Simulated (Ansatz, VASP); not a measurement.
**Mo: VASP beside Ansatz**

Contents of INCAR:

```
SYSTEM = Mo
PREC     = Accurate       ! precision mode
ENCUT    = 520            ! plane-wave cutoff, eV
EDIFF    = 1E-7           ! SCF threshold, eV
ISMEAR   = 1              ! smearing method
SIGMA    = 0.6            ! smearing width, eV
LREAL    = .False.        ! projectors in reciprocal space
LASPH    = .True.         ! aspherical terms in the spheres
NELM     = 60             ! most SCF steps
ALGO     = Normal         ! electronic algorithm
ISIF     = 2              ! what is computed and relaxed
LWAVE    = .False.        ! write WAVECAR
LCHARG   = .False.        ! write CHGCAR
GGA      = CA             ! functional
NBANDS   = 13             ! bands
```

KPOINTS

```
regular mesh
0
Gamma
  14 14 14
  0 0 0
```

POSCAR

```
Mo
1.0
   -1.5565618036      1.5565618036      1.5565618036
    1.5565618036     -1.5565618036      1.5565618036
    1.5565618036      1.5565618036     -1.5565618036
Mo
1
Direct
    0.0000000000      0.0000000000      0.0000000000
```

Input for Ansatz:

```yaml
crystal:
  lattice:
    - [-1.5565618036, 1.5565618036, 1.5565618036]
    - [1.5565618036, -1.5565618036, 1.5565618036]
    - [1.5565618036, 1.5565618036, -1.5565618036]
  atoms:
    - { symbol: Mo, position: [0.0, 0.0, 0.0] }
hamiltonian:
  xc: lda
  pseudopotentials:
    kind: paw
    azcp:
      Mo: "pseudopotentials/Mo.paw.azcp"
basis:
  ecutwfc: 420
  fft_grid_basis: typed
kpoints:
  mp_grid: { grid: [14, 14, 14], shift: [0, 0, 0] }
magnetization:
  spin_polarized: false
scf:
  occupations: { method: cold, width: 0.6 }
  lower_state_search: "off"
output:
  stress: true
```

Alike in both runs: task single point; functional LDA; k mesh 14 × 14 × 14; no spin polarisation.

|  | VASP | Ansatz |
| --- | --- | --- |
| version | VASP 6.6.1 | Ansatz 0.2.0 |
| potentials or method | VASP PAW LDA potentials, release 64 (Mo_sv), cutoff 520 eV | plane waves (420 eV) with PAW, scalar-relativistic |
| occupations | methfessel-paxton of order 1, width 0.6 eV | cold, width 0.6 eV |
| valence electrons in the cell | 14 | 14 |

|  | VASP | Ansatz | Ansatz less VASP |
| --- | --- | --- | --- |
| pressure (GPa) | 0.9 | -0.4 | -1.29 |

Ansatz warns that its potentials were made for another functional, while VASP's fit it. LDA's correlation is that of Perdew and Zunger in VASP and of Perdew and Wang (1992) in Ansatz.
